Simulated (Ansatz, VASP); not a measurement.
## Ir: VASP beside Ansatz

Contents of INCAR:

```
PREC     = Accurate       # precision mode
ENCUT    = 520            # plane-wave cutoff, eV
EDIFF    = 1E-7           # SCF threshold, eV
ISMEAR   = -1             # smearing method
SIGMA    = 0.05           # smearing width, eV
LREAL    = False          # projectors in reciprocal space
LASPH    = True           # aspherical terms in the spheres
NELM     = 150            # most SCF steps
ALGO     = Normal         # electronic algorithm
ISIF     = 2              # what is computed and relaxed
LWAVE    = False          # write WAVECAR
LCHARG   = False          # write CHGCAR
LNONCOLLINEAR= True           # non-collinear magnetism
MAGMOM   = 0 0 0 0 0 0    # initial moments
LORBIT   = 11             # projections on sites
LSORBIT  = True           # spin-orbit coupling
GGA_COMPAT= False        
LORBMOM  = True         
LMAXMIX  = 4              # l up to which the mixer works
GGA      = CA             # functional
NBANDS   = 30             # bands
```

File KPOINTS:

```
regular mesh
0
Gamma
  8 8 5
```

File POSCAR:

```
Ir
1.0
    2.7513778946      0.0000000000      0.0000000000
   -1.3756889473      2.3827631521      0.0000000000
    0.0000000000      0.0000000000      4.4622900000
Ir
2
Direct
    0.3333333333      0.6666666667      0.2500000000
    0.6666666667      0.3333333333      0.7500000000
```

input.yaml

```yaml
crystal:
  lattice:
    - [2.7513778946, 0.0, 0.0]
    - [-1.3756889473, 2.3827631521, 0.0]
    - [0.0, 0.0, 4.46229]
  atoms:
    - { symbol: Ir, position: [0.3333333333, 0.6666666667, 0.25] }
    - { symbol: Ir, position: [0.6666666667, 0.3333333333, 0.75] }
kpoints:
  mp_grid: { grid: [8, 8, 5] }
  band_path:
    path:
      - [0.0, 0.0, 0.0]
      - [0.5, 0.0, 0.0]
      - [0.3333333333, 0.3333333333, 0.0]
      - [0.0, 0.0, 0.0]
      - [0.0, 0.0, 0.5]
      - [0.5, 0.0, 0.5]
      - [0.3333333333, 0.3333333333, 0.5]
      - [0.0, 0.0, 0.5]
    npoints: 12
scf:
  occupations: { method: fermi_dirac, width: 0.05 }
hamiltonian:
  xc: lda
  pseudopotentials: { kind: all_electron, lapw: { basis_error: 0.001 } }
magnetization:
  noncollinear: true
  spin_orbit: true
output:
  forces: true
  stress: true
  eigenvalues: true
```

Alike in both runs: functional LDA; k mesh 8 × 8 × 5; occupations fermi-dirac, width 0.05 eV; non-collinear spin, spin-orbit coupling.

|  | VASP | Ansatz |
| --- | --- | --- |
| version | VASP 6.6.1 | Ansatz 0.2.0 |
| potentials or method | VASP PAW LDA potentials, release 64 (Ir), cutoff 520 eV | all-electron LAPW, relativistic spinors |
| task | single point | band structure |

Ansatz gave:

| Property | Result |
| --- | --- |
| pressure (GPa) | -16.4 |
| traceless stress, the component that is largest in VASP (GPa) | -0.23 |

**Question.** Estimate VASP's values.

**Answer.** Pressure (GPa): -13.9; traceless stress, the component that is largest in VASP (GPa): -0.12.

LDA's correlation is that of Perdew and Zunger in VASP and of Perdew and Wang (1992) in Ansatz. Ansatz ran all-electron here, and VASP with PAW potentials.

Noted on Ansatz's run: the k mesh is thin for a metal, which can move the energy by tens of meV per atom.
